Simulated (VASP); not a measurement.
# PtSe2 (1T PtSe2, deposited cell) (P-3m1) in VASP: single point with PBE

Aim: the single point of PtSe2 (1T PtSe2, deposited cell) with PBE.

Everything below comes from runs of VASP 6.6.1. Logs are shortened: lines on timing, memory, paths and dates and some standing lists are left out, and cuts for length are marked.

## (1) The cell of the first run

It takes space group P-3m1 (No. 164, trigonal). Conventional cell: a = 3.724 Å, b = 3.724 Å, c = 5.062 Å, α = 90.00°, β = 90.00°, γ = 120.00°. Pt (site symmetry -3m) has 6 Se at 2.52 Å within 3.3 Å. Se (site symmetry 3m) has 3 Pt at 2.52 Å and 3 Se at 3.25 Å within 3.3 Å.

## (2) Single point, PBE

INCAR reads:

```
SYSTEM = PtSe2
PREC = Accurate ; ENCUT = 520
EDIFF = 1E-6 ; ISMEAR = 0
SIGMA = 0.01 ; LREAL = .FALSE.
LASPH = .TRUE. ; NELM = 100
ALGO = Normal ; ISIF = 2
LWAVE = .FALSE. ; LCHARG = .FALSE.
GGA = PE ; NBANDS = 18
```

KPOINTS reads:

```
regular mesh
0
G
  12 12 8
  0 0 0
```

POSCAR reads:

```
PtSe2
1.0
    3.7240000000      0.0000000000      0.0000000000
   -1.8620000000      3.2250786037      0.0000000000
    0.0000000000      0.0000000000      5.0620000000
Pt Se
1 2
Direct
    0.0000000000      0.0000000000      0.0000000000
    0.3333333333      0.6666666667      0.2594032913
    0.6666666667      0.3333333333      0.7405967087
```

Potentials or basis: VASP PAW PBE potentials, release 64 (Pt, Se).

Command:

```console
cat potpaw_PBE.64/Pt/POTCAR potpaw_PBE.64/Se/POTCAR > POTCAR
mpirun -np 1 vasp_std > vasp.out
```

OUTCAR:

```text
SYSTEM = PtSe2
   PREC = Accurate
   ENCUT = 520
   EDIFF = 1E-6
   ISMEAR = 0
   LREAL = .FALSE.
   LASPH = .TRUE.
   NELM = 100
   ISIF = 2
   GGA = PE

 ion  position               nearest neighbor table
   1  0.000  0.000  0.000-   2 2.52   3 2.52   3 2.52   2 2.52   3 2.52   2 2.52
   2  0.333  0.667  0.259-   1 2.52   1 2.52   1 2.52
   3  0.667  0.333  0.741-   1 2.52   1 2.52   1 2.52

  LATTYP: Found a hexagonal cell.
 ALAT       =     3.7240000000
 C/A-ratio  =     1.3592910849

  Lattice vectors:

 A1 = (   3.7240000000,   0.0000000000,   0.0000000000)
 A2 = (  -1.8620000000,   3.2250786037,   0.0000000000)
 A3 = (   0.0000000000,   0.0000000000,   5.0620000000)

Analysis of symmetry for initial positions (statically):
=====================================================================
 Subroutine PRICEL returns:
 Original cell was already a primitive cell.

 Routine SETGRP: Setting up the symmetry group for a
 hexagonal supercell.

 Subroutine GETGRP returns: Found 12 space group operations
 (whereof 12 operations were pure point group operations)
 out of a pool of 24 trial point group operations.

The static configuration has the point symmetry D_3d.

Analysis of symmetry for dynamics (positions and initial velocities):
=====================================================================
 Subroutine PRICEL returns:
 Original cell was already a primitive cell.

 Routine SETGRP: Setting up the symmetry group for a
 hexagonal supercell.

 Subroutine GETGRP returns: Found 12 space group operations
 (whereof 12 operations were pure point group operations)
 out of a pool of 24 trial point group operations.

The dynamic configuration has the point symmetry D_3d.

 Subroutine INISYM returns: Found 12 space group operations
 (whereof 12 operations are pure point group operations),
 and found     1 'primitive' translations

----------------------------------------------------------------------------------------

                                     Primitive cell

  volume of cell :      60.7956

  direct lattice vectors                    reciprocal lattice vectors
     3.724000000  0.000000000  0.000000000     0.268528464  0.155034981  0.000000000
    -1.862000000  3.225078604  0.000000000     0.000000000  0.310069962  0.000000000
     0.000000000  0.000000000  5.062000000     0.000000000  0.000000000  0.197550375

  length of vectors
[... 76 lines left out ...]
   ISTART =      0    job   : 0-new  1-cont  2-samecut
   ICHARG =      2    charge: 1-file 2-atom 10-const
   ISPIN  =      1    spin polarized calculation?
   LNONCOLLINEAR =      F non collinear calculations
   LSORBIT =      F    spin-orbit coupling
   LASPH  =      T    aspherical Exc in radial PAW
   ENCUT  =  520.0 eV  38.22 Ry    6.18 a.u.   6.92  6.92  9.41*2*pi/ulx,y,z
   NELM   =    100;   NELMIN=  2; NELMDL= -5     # of ELM steps
   EDIFF  = 0.1E-05   stopping-criterion for ELM
   LREAL  =      F    real-space projection
   EDIFFG = 0.1E-04   stopping-criterion for IOM
   NSW    =      0    number of steps for IOM
   IBRION =     -1    ionic relax: 0-MD 1-quasi-New 2-CG
   NFREE  =      0    steps in history (QN), initial steepest desc. (CG)
   ISIF   =      2    stress and relaxation
   ISYM   =      2    0-nonsym 1-usesym 2-fastsym
   POTIM  = 0.5000    time-step for ionic-motion
   TEBEG  =    0.0;   TEEND  =   0.0 temperature during run
   PSTRESS=    0.0 pullay stress
   NELECT =      22.0000    total number of electrons
   NUPDOWN=      -1.0000    fix difference up-down
   EMIN   =  10.00;   EMAX   =-10.00  energy-range for DOS
   EFERMI =   0.00;   METHOD = LEGACY
   ISMEAR =     0;   SIGMA  =   0.01  broadening in eV -4-tet -1-fermi 0-gaus
   EFERMI_NEDOS =   21; number of points for ismear=-14 and -15
   IALGO  =     38    algorithm
   IMIX   =      4    mixing-type and parameters
     AMIX     =   0.40;   BMIX     =  1.00
     AMIX_MAG =   1.60;   BMIX_MAG =  1.00
  volume/ion in A,a.u.               =      20.27       136.76
  Fermi-wavevector in a.u.,A,eV,Ry     =   1.166608  2.204570 18.517184  1.360975
  Thomas-Fermi vector in A             =   2.303119
   LORBIT       =      0    0 simple, 1 ext, 2 COOP (PROOUT), +10 PAW based schemes
   GGA     = PE    functional components
   LHFCALC =     F    Hartree Fock is set to
   AEXX    =    0.0000 exact exchange contribution
   IVDW    =     0    specifies the selected vdW correction
   LEPSILON=     F    determine dielectric tensor
   LRPA    =     F    only Hartree local field effects (RPA)
 non-spin polarized calculation
 Gauss-broadening in eV      SIGMA  =   0.01
  energy-cutoff  :      520.00
  volume of cell :       60.80
 maximum number of plane-waves:      1654
   NGX = 13   NGY = 13   NGZ = 19

 number of electron      22.0000000 magnetization

 Free energy of the ion-electron system (eV)
  ---------------------------------------------------
  ext. energy  EPLUGINS =         0.00000000
  ---------------------------------------------------
  free energy    TOTEN  =       -14.21129536 eV

  energy without entropy =      -14.21116524  energy(sigma->0) =      -14.21123030

 E-fermi :   6.4935     XC(G=0): -10.6706

 val. band max:        6.4883622172   @ k =  -0.0833   0.3333   0.2500
 cond. band min:       6.4937352979   @ k =  -0.1667   0.5000   0.1250
 fundamental gap:      0.0053730807
 Fermi energy:         6.4935317523

 k-point     1 :       0.0000    0.0000    0.0000
  band No.  band energies     occupation
      1      -9.0823      2.00000
      2      -6.3378      2.00000
      3      -0.6759      2.00000
      4       0.2905      2.00000
      5       0.2905      2.00000
      6       2.6141      2.00000
[... 481 lines left out ...]
      5       0.6627      2.00000
      6       1.9978      2.00000
[... 10 lines left out ...]
     17      15.0805      0.00000
     18      15.1931      0.00000

 [... further k-points ...]
[... 5 lines left out ...]
  --------------------------------------------------------------------------------------
  -------------------------------------------------------------------------------------
  Total        1.9541459      1.9541459      0.9945059      0.0000000      0.0000000      0.0000000
  in kB       51.4986030     51.4986030     26.2087209      0.0000000      0.0000000      0.0000000
  external PRESSURE =      43.0686423 kB  Pullay stress =       0.0000000 kB

 VOLUME and BASIS-vectors are now :
 -----------------------------------------------------------------------------
  energy-cutoff  :      520.00
  volume of cell :       60.80
      direct lattice vectors                 reciprocal lattice vectors
     3.724000000  0.000000000  0.000000000     0.268528464  0.155034981  0.000000000
    -1.862000000  3.225078604  0.000000000     0.000000000  0.310069962  0.000000000
     0.000000000  0.000000000  5.062000000     0.000000000  0.000000000  0.197550375

 POSITION                                       TOTAL-FORCE (eV/Angst)
 -----------------------------------------------------------------------------------
      0.00000      0.00000      0.00000         0.000000      0.000000      0.000000
     -0.00000      2.15005      1.31310        -0.000000      0.000000      0.005167
      1.86200      1.07503      3.74890         0.000000     -0.000000     -0.005167
 -----------------------------------------------------------------------------------
    total drift:                               -0.000000      0.000000      0.000000

  FREE ENERGIE OF THE ION-ELECTRON SYSTEM (eV)
  ---------------------------------------------------
  free  energy   TOTEN  =       -14.2112953556 eV

  energy  without entropy=      -14.2111652423  energy(sigma->0) =      -14.21123030
```

It took 1.8 min on 1 thread of Intel Xeon Platinum 8259CL at 2.50GHz (Skylake/Cascade Lake), shared host; peak memory 0.28 GiB.

What came out:

| Item | Value |
| --- | --- |
| Free energy | -14.2113 eV |
| Pressure | 4.3 GPa |
| Largest force | 0.005 eV/Å |
| Band gap on the k mesh | zero (band 11 reaches 7.01 eV, above the bottom of band 12 at 6.43 eV) |

Forces on the atoms (eV/Å):
```
Pt   0.000  0.000  0.000
Se   0.000  0.000  0.005
Se   0.000  0.000 -0.005
```

Caveat: spin-orbit coupling is left out, which moves the levels of the heavy elements.
